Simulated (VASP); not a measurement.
Runs of VASP 6.6.1 on MgBe2SeS2. The structure is that of space group P6/mmm (No. 191), or close to it. The cells are those of the table. 

| task | cell | k mesh | cutoff (eV) | gap on the mesh (eV) | pressure (GPa) | largest force (eV/Å) |
| --- | --- | --- | --- | --- | --- | --- |
| single point | a = 3.997, b = 3.997, c = 8.701 Å, angles 90.0, 90.0, 120.0°, 6 atoms | 6 × 6 × 2 | 520 | none | (a) | 12.07 |
| relaxation of cell and atoms | relaxed from a = 3.997, b = 3.997, c = 8.701 Å, angles 90.0, 90.0, 120.0°, 6 atoms | 6 × 6 × 2 | 600 | none | 0.0 | 0.01 |
| single point | a = 4.271, b = 4.271, c = 9.269 Å, angles 90.0, 90.0, 120.0°, 6 atoms | 12 × 12 × 4 | 520 | none | 0.0 | - |
| single point | a = 4.284, b = 4.284, c = 9.279 Å, angles 90.0, 90.0, 120.0°, 6 atoms | 6 × 6 × 2 | 520 | none | 0.0 | 0.01 |

Alike in all rows: level PBE; potentials or basis VASP PAW PBE potentials, release 64 (Mg, Be, Se, S); no spin polarisation; smearing gaussian 0.1 eV.

Fill in the values left out.

(a) 21.8.

Caveats: some runs use coarse meshes; forces of over 1 eV/Å act on the atoms, so gaps and moduli don't describe the material at rest (some runs).

A k mesh can miss the band edges, and the runs leave out spin-orbit coupling on Se.

A gap of «none» marks levels without a gap at the run's occupations.
